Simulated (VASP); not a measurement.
Wanted: the native input for a VASP 6.6.1 run.

| Quantity | Value |
| --- | --- |
| Task | single point |
| Functional | r2SCAN |
| Potentials or basis | VASP PAW PBE potentials, release 64 (Hf_pv) |
| Cutoff | 520 eV |
| k mesh | 14 × 14 × 14 |
| Occupations | fermi-dirac, width 0.1 eV |
| Spin | no spin polarisation |
| Dipole correction | no |
| Further INCAR settings | ALGO = Normal; EDIFF = 1e-06; NBANDS = 11 |

Hf:

```
Hf
1.0
    -1.74707    1.74707    1.74707
     1.74707   -1.74707    1.74707
     1.74707    1.74707   -1.74707
Hf
1
Direct
  0.00000 0.00000 0.00000
```

This cell differs from its parent crystal: volume scaled by 0.96.

These files were run (other wordings do the same):

POSCAR

```
Hf
1.0
   -1.7470680214      1.7470680214      1.7470680214
    1.7470680214     -1.7470680214      1.7470680214
    1.7470680214      1.7470680214     -1.7470680214
Hf
1
Direct
    0.0000000000      0.0000000000      0.0000000000
```

INCAR.step1

```
PREC = Accurate
ENCUT = 520
ISMEAR = -1
SIGMA = 0.1
LREAL = False
LASPH = True
NELM = 80
NBANDS = 11
GGA = PE
ALGO = Normal
EDIFF = 1E-4
LWAVE = True
LCHARG = False
```

INCAR.step2

```
PREC = Accurate
ENCUT = 520
EDIFF = 1E-6
ISMEAR = -1
SIGMA = 0.1
LREAL = False
LASPH = True
NELM = 80
ALGO = Normal
ISIF = 2
LWAVE = False
LCHARG = True
METAGGA = R2SCAN
LMIXTAU = True
LELF = True
LVHAR = True
NBANDS = 11
ISTART = 1
```

KPOINTS

```
Automatic mesh
0
Gamma
  14 14 14
```

Potentials or basis: VASP PAW PBE potentials, release 64 (Hf_pv).

The run is started by

```sh
$ cat potpaw_PBE.64/Hf_pv/POTCAR > POTCAR
$ cp INCAR.step1 INCAR
$ mpirun -np 1 vasp_std > vasp.out
$ cp INCAR.step2 INCAR
$ mpirun -np 1 vasp_std > vasp.out
```

Results of the run:

- Pressure: 4.0 GPa
- Band gap on the k mesh: zero (band 5 reaches 6.59 eV, above the bottom of band 6 at 3.88 eV)

Caveat: the PAW data sets were made with another functional, which shifts forces and pressure a little; spin-orbit coupling is left out, which moves the levels of the heavy elements.

Wall time 2.8 min on 1 thread of AMD EPYC 7R13 (shared host), peak memory 0.13 GiB.
